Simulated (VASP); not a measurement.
# Sb2Au (Fm-3m) in VASP: a series of runs, part 2 of 2

VASP 6.6.1. Earlier steps stand in the parts before.

### 4 Single point, LDA (25.84 Å³/atom)

This run uses another cell than the first one, of 25.84 Å³/atom.

The input, INCAR:

```
SYSTEM = Sb2Au
PREC = Accurate
ENCUT = 520
EDIFF = 1E-7
ISMEAR = -1
SIGMA = 0.15
LREAL = .False.
LASPH = .True.
NELM = 100
ALGO = Normal
ISIF = 2
LWAVE = .False.
LCHARG = .False.
GGA = CA
NBANDS = 18
```

The input, KPOINTS:

```
regular mesh
0
Gamma
  12 12 12
  0 0 0
```

The input, POSCAR:

```
Sb2Au
1.0
    0.0000000000      3.3842317288      3.3842317288
    3.3842317288      0.0000000000      3.3842317288
    3.3842317288      3.3842317288      0.0000000000
Sb Au
2 1
Direct
    0.2500000000      0.2500000000      0.2500000000
    0.7500000000      0.7500000000      0.7500000000
    0.0000000000      0.0000000000      0.0000000000
```

Potentials or basis: VASP PAW LDA potentials, release 64 (Sb, Au).

The run is started by

```bash
$ cat potpaw_LDA.64/Sb/POTCAR potpaw_LDA.64/Au/POTCAR > POTCAR
$ mpirun -np 1 vasp_std > vasp.out
```

OUTCAR:

```text
SYSTEM = Sb2Au
   PREC = Accurate
   ENCUT = 520
   EDIFF = 1E-7
   ISMEAR = -1
   LREAL = .False.
   LASPH = .True.
   NELM = 100
   ISIF = 2
   GGA = CA

 ion  position               nearest neighbor table
   1  0.250  0.250  0.250-   3 2.93   3 2.93   3 2.93   3 2.93   2 3.38   2 3.38   2 3.38   2 3.38
                             2 3.38   2 3.38
   2  0.750  0.750  0.750-   3 2.93   3 2.93   3 2.93   3 2.93   1 3.38   1 3.38   1 3.38   1 3.38
                             1 3.38   1 3.38
   3  0.000  0.000  0.000-   1 2.93   2 2.93   2 2.93   2 2.93   2 2.93   1 2.93   1 2.93   1 2.93

  LATTYP: Found a face centered cubic cell.
 ALAT       =     6.7684634576

  Lattice vectors:

 A1 = (   0.0000000000,   3.3842317288,   3.3842317288)
 A2 = (   3.3842317288,   0.0000000000,   3.3842317288)
 A3 = (   3.3842317288,   3.3842317288,   0.0000000000)

Analysis of symmetry for initial positions (statically):
=====================================================================
 Subroutine PRICEL returns:
 Original cell was already a primitive cell.

 Routine SETGRP: Setting up the symmetry group for a
 face centered cubic supercell.

 Subroutine GETGRP returns: Found 48 space group operations
 (whereof 48 operations were pure point group operations)
 out of a pool of 48 trial point group operations.

The static configuration has the point symmetry O_h .

Analysis of symmetry for dynamics (positions and initial velocities):
=====================================================================
 Subroutine PRICEL returns:
 Original cell was already a primitive cell.

 Routine SETGRP: Setting up the symmetry group for a
 face centered cubic supercell.

 Subroutine GETGRP returns: Found 48 space group operations
 (whereof 48 operations were pure point group operations)
 out of a pool of 48 trial point group operations.

The dynamic configuration has the point symmetry O_h .

 Subroutine INISYM returns: Found 48 space group operations
 (whereof 48 operations are pure point group operations),
 and found     1 'primitive' translations

----------------------------------------------------------------------------------------

                                     Primitive cell

  volume of cell :      77.5194

  direct lattice vectors                    reciprocal lattice vectors
     0.000000000  3.384231729  3.384231729    -0.147744020  0.147744020  0.147744020
     3.384231729  0.000000000  3.384231729     0.147744020 -0.147744020  0.147744020
     3.384231729  3.384231729  0.000000000     0.147744020  0.147744020 -0.147744020

  length of vectors
     4.786026409  4.786026409  4.786026409     0.255900149  0.255900149  0.255900149

  position of ions in fractional coordinates (direct lattice)
     0.250000000  0.250000000  0.250000000
     0.750000000  0.750000000  0.750000000
     0.000000000  0.000000000  0.000000000

  ion indices of the primitive-cell ions
   primitive index   ion index
                 1           1
                 2           2
                 3           3

----------------------------------------------------------------------------------------

 KPOINTS: regular mesh

Automatic generation of k-mesh.
 Grid dimensions read from file:
 generate k-points for:   12   12   12

 Generating k-lattice:

  Cartesian coordinates                     Fractional coordinates (reciprocal lattice)
    -0.012312002  0.012312002  0.012312002     0.083333333  0.000000000  0.000000000
     0.012312002 -0.012312002  0.012312002     0.000000000  0.083333333  0.000000000
     0.012312002  0.012312002 -0.012312002     0.000000000  0.000000000  0.083333333

  Length of vectors
     0.021325012  0.021325012  0.021325012

  Shift w.r.t. Gamma in fractional coordinates (k-lattice)
     0.000000000  0.000000000  0.000000000

 Subroutine IBZKPT returns following result:
 ===========================================

 Found     72 irreducible k-points:

 Following reciprocal coordinates:
            Coordinates               Weight
  0.000000  0.000000  0.000000      1.000000
  0.083333  0.000000  0.000000      8.000000
  0.166667  0.000000  0.000000      8.000000
  0.250000  0.000000  0.000000      8.000000
  0.333333  0.000000  0.000000      8.000000
  0.416667  0.000000  0.000000      8.000000
[... 16 lines left out ...]
  0.500000  0.166667  0.000000     24.000000
 -0.416667  0.166667  0.000000     24.000000
 [... further k-points ...]
   k-points           NKPTS =     72   k-points in BZ     NKDIM =     72   number of bands    NBANDS=     18
   number of dos      NEDOS =    301   number of ions     NIONS =      3
   total plane-waves  NPLWV =  46656
   dimension x,y,z NGX =    36 NGY =   36 NGZ =   36
   dimension x,y,z NGXF=    72 NGYF=   72 NGZF=   72
   ions per type =               2   1
   NGX,Y,Z   is equivalent  to a cutoff of  12.50, 12.50, 12.50 a.u.
   NGXF,Y,Z  is equivalent  to a cutoff of  25.01, 25.01, 25.01 a.u.
 SYSTEM =  Sb2Au
   PREC   = accura    normal or accurate (medium, high low for compatibility)
   ISTART =      0    job   : 0-new  1-cont  2-samecut
   ICHARG =      2    charge: 1-file 2-atom 10-const
   ISPIN  =      1    spin polarized calculation?
   LNONCOLLINEAR =      F non collinear calculations
   LSORBIT =      F    spin-orbit coupling
   LASPH  =      T    aspherical Exc in radial PAW
   ENCUT  =  520.0 eV  38.22 Ry    6.18 a.u.   8.90  8.90  8.90*2*pi/ulx,y,z
   NELM   =    100;   NELMIN=  2; NELMDL= -5     # of ELM steps
   EDIFF  = 0.1E-06   stopping-criterion for ELM
   LREAL  =      F    real-space projection
   EDIFFG = 0.1E-05   stopping-criterion for IOM
   NSW    =      0    number of steps for IOM
   IBRION =     -1    ionic relax: 0-MD 1-quasi-New 2-CG
   NFREE  =      0    steps in history (QN), initial steepest desc. (CG)
   ISIF   =      2    stress and relaxation
   ISYM   =      2    0-nonsym 1-usesym 2-fastsym
   POTIM  = 0.5000    time-step for ionic-motion
   TEBEG  =    0.0;   TEEND  =   0.0 temperature during run
   PSTRESS=    0.0 pullay stress
   NELECT =      21.0000    total number of electrons
   NUPDOWN=      -1.0000    fix difference up-down
   EMIN   =  10.00;   EMAX   =-10.00  energy-range for DOS
   EFERMI =   0.00;   METHOD = LEGACY
   ISMEAR =    -1;   SIGMA  =   0.15  broadening in eV -4-tet -1-fermi 0-gaus
   EFERMI_NEDOS =   21; number of points for ismear=-14 and -15
   IALGO  =     38    algorithm
   IMIX   =      4    mixing-type and parameters
     AMIX     =   0.40;   BMIX     =  1.00
     AMIX_MAG =   1.60;   BMIX_MAG =  1.00
  volume/ion in A,a.u.               =      25.84       174.38
  Fermi-wavevector in a.u.,A,eV,Ry     =   1.059281  2.001751 15.266773  1.122076
  Thomas-Fermi vector in A             =   2.194621
   LORBIT       =      0    0 simple, 1 ext, 2 COOP (PROOUT), +10 PAW based schemes
   GGA     = CA    functional components
   LHFCALC =     F    Hartree Fock is set to
   AEXX    =    0.0000 exact exchange contribution
   IVDW    =     0    specifies the selected vdW correction
   LEPSILON=     F    determine dielectric tensor
   LRPA    =     F    only Hartree local field effects (RPA)
 non-spin polarized calculation
  energy-cutoff  :      520.00
  volume of cell :       77.52
 maximum number of plane-waves:      2120
   NGX = 17   NGY = 17   NGZ = 17

 number of electron      21.0000002 magnetization

 Free energy of the ion-electron system (eV)
  ---------------------------------------------------
  ext. energy  EPLUGINS =         0.00000000
  ---------------------------------------------------
  free energy    TOTEN  =       -13.91253238 eV

  energy without entropy =      -13.82585708  energy(sigma->0) =      -13.86919473

 E-fermi :   7.9059     XC(G=0): -10.4213

 val. band max:        7.9004026530   @ k =  -0.0833   0.0833   0.0000
 cond. band min:       7.9078024981   @ k =   0.1667   0.0000   0.0000
 fundamental gap:      0.0073998451
 Fermi energy:         7.9058801836

 k-point     1 :       0.0000    0.0000    0.0000
  band No.  band energies     occupation
      1      -4.6463      2.00000
      2       0.9884      2.00000
      3       1.6554      2.00000
      4       1.6554      2.00000
      5       1.6554      2.00000
      6       2.8657      2.00000
[... 10 lines left out ...]
     17      10.6458      0.00000
     18      13.7855      0.00000
[... 463 lines left out ...]
 k-point    24 :      -0.4167    0.1667    0.0000
  band No.  band energies     occupation
      1      -2.6896      2.00000
      2      -2.1276      2.00000
      3       1.9314      2.00000
      4       2.1336      2.00000
      5       2.2986      2.00000
      6       2.8080      2.00000
[... 10 lines left out ...]
     17      15.4340      0.00000
     18      16.8183      0.00000

 [... further k-points ...]
[... 5 lines left out ...]
  --------------------------------------------------------------------------------------
  -------------------------------------------------------------------------------------
  Total       -0.7368565     -0.7368565     -0.7368565      0.0000000      0.0000000      0.0000000
  in kB      -15.2294160    -15.2294160    -15.2294160      0.0000000      0.0000000      0.0000000
  external PRESSURE =     -15.2294160 kB  Pullay stress =       0.0000000 kB

 VOLUME and BASIS-vectors are now :
 -----------------------------------------------------------------------------
  energy-cutoff  :      520.00
  volume of cell :       77.52
      direct lattice vectors                 reciprocal lattice vectors
     0.000000000  3.384231729  3.384231729    -0.147744020  0.147744020  0.147744020
     3.384231729  0.000000000  3.384231729     0.147744020 -0.147744020  0.147744020
     3.384231729  3.384231729  0.000000000     0.147744020  0.147744020 -0.147744020

 POSITION                                       TOTAL-FORCE (eV/Angst)
 -----------------------------------------------------------------------------------
      1.69212      1.69212      1.69212        -0.000000     -0.000000     -0.000000
      5.07635      5.07635      5.07635         0.000000      0.000000      0.000000
      0.00000      0.00000      0.00000        -0.000000      0.000000      0.000000
 -----------------------------------------------------------------------------------
    total drift:                               -0.000000      0.000000      0.000000

  FREE ENERGIE OF THE ION-ELECTRON SYSTEM (eV)
  ---------------------------------------------------
  free  energy   TOTEN  =       -13.9125323829 eV

  energy  without entropy=      -13.8258570757  energy(sigma->0) =      -13.86919473
```

stdout:

```text
POSCAR found type information on POSCAR SbAu
 POSCAR found :  2 types and       3 ions
 scaLAPACK will be used
 LDA part: xc-table for (Slater(with rela. corr.)+CA(PZ))
 , standard interpolation
 POSCAR, INCAR and KPOINTS ok, starting setup
 FFT: planning ... GRIDC
 FFT: planning ... GRID_SOFT
 FFT: planning ... GRID
 WAVECAR not read
 entering main loop
```

Run time: 1.9 min. Hardware: 1 thread of Intel Xeon 6975P-C (Granite Rapids), shared host; peak memory 0.23 GiB.

Results:

```
Free energy            : -13.9125 eV
Pressure               : -1.5 GPa
Band gap on the k mesh : zero (an odd number of electrons rules out a gap without spin polarisation)
```

Caveat: spin-orbit coupling is left out, which moves the levels of the heavy elements.

### 5 Overview

| cell | gap on the mesh (eV) | pressure (GPa) |
| --- | --- | --- |
| a = 4.723 Å, angles 60.0°, 3 atoms | none | 2.1 |
| a = 4.755 Å, angles 60.0°, 3 atoms | none | 0.2 |
| a = 4.786 Å, angles 60.0°, 3 atoms | none | -1.5 |

Alike in all rows: task single point; level LDA; potentials or basis VASP PAW LDA potentials, release 64 (Sb, Au); no spin polarisation; k mesh 12 × 12 × 12; cutoff (eV) 520; smearing fermi-dirac 0.15 eV.

Caveats: spin-orbit coupling is left out, which moves the levels of the heavy elements.

Total energies depend on the potentials used, so only differences within one code and one set of settings carry meaning.
